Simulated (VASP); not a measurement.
The system is SnS2 (Berndtite-2T).

```
Sn S
1.0
     3.63900    0.00000    0.00000
    -1.81950    3.15147    0.00000
     0.00000    0.00000    5.86800
Sn S
1 2
Cartesian
  0.0000 0.0000 0.0000
  0.0000 2.1010 1.4670
  1.8195 1.0505 4.4010
```

| Quantity | Value |
| --- | --- |
| Program | VASP 6.6.1 |
| Task | relaxation of cell and atoms |
| Functional | revPBE |
| Dispersion | D3(BJ) |
| Potentials or basis | VASP PAW PBE potentials, release 64 (Sn_d, S) |
| Cutoff | 500 eV |
| k mesh | 6 × 6 × 4 |
| Occupations | fermi-dirac, width 0.1 eV |
| Spin | no spin polarisation |

At the start: pressure 0.6 GPa; volume 22.43 Å³/atom.

Task: Where does the relaxation end?

Result: Over 12 steps the energy falls by 6.9 meV/atom and the volume is 21.61 Å³/atom (-3.7 %); space group P-3m1 (No. 164, to 0.05 Å).

Step by step:
```csv
step,energy change (eV),largest force (eV/Å),pressure (GPa),volume (Å³)
1,0.0000,0.2808,0.64,67.30
2,-0.0033,0.0138,-1.03,68.18
3,-0.0040,0.0917,-0.54,67.91
4,-0.0077,0.0797,-0.47,67.49
5,-0.0161,0.0426,-0.19,66.24
6,-0.0179,0.0404,0.68,63.75
7,-0.0200,0.0071,0.26,64.88
8,-0.0200,0.0024,0.31,64.75
9,-0.0194,0.0948,-0.67,65.13
10,-0.0206,0.0370,-0.09,64.91
11,-0.0206,0.0327,0.14,64.76
12,-0.0207,0.0018,0.03,64.83
```

Final structure:
```
Sn S
1.0
     3.65336    0.00000    0.00000
    -1.82668    3.16390    0.00000
     0.00000    0.00000    5.60866
Sn S
1 2
Direct
  0.00000 0.00000 0.00000
  0.33333 0.66667 0.26331
  0.66667 0.33333 0.73669
```

Caveat: the PAW data sets were made with another functional, which shifts forces and pressure a little.
